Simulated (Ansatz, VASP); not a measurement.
## One calculation of Pt, two programs

```
CELL_PARAMETERS angstrom
0.00000 1.96900 1.96900
1.96900 0.00000 1.96900
1.96900 1.96900 0.00000
ATOMIC_POSITIONS crystal
Pt 0.00000 0.00000 0.00000
```

Alike in both runs: task single point; functional r2SCAN; k mesh 12 × 12 × 12; occupations gaussian, width 0.1 eV; no spin polarisation.

|  | VASP | Ansatz |
| --- | --- | --- |
| version | VASP 6.6.1 | Ansatz 0.2.0 |
| potentials or method | VASP PAW PBE potentials, release 64 (Pt), cutoff 520 eV | PAW, plane waves, scalar-relativistic |
| valence electrons in the cell | 10 | 18 |

|  | VASP | Ansatz | Ansatz less VASP |
| --- | --- | --- | --- |
| pressure (GPa) | 1.3 | 0.6 | -0.73 |

VASP's potentials were made for PBE, not for r2SCAN. VASP's potentials hold 10 valence electrons a cell and Ansatz's 18, so a difference there can come from the potentials and not from the codes.

Neither program's run includes spin-orbit coupling.
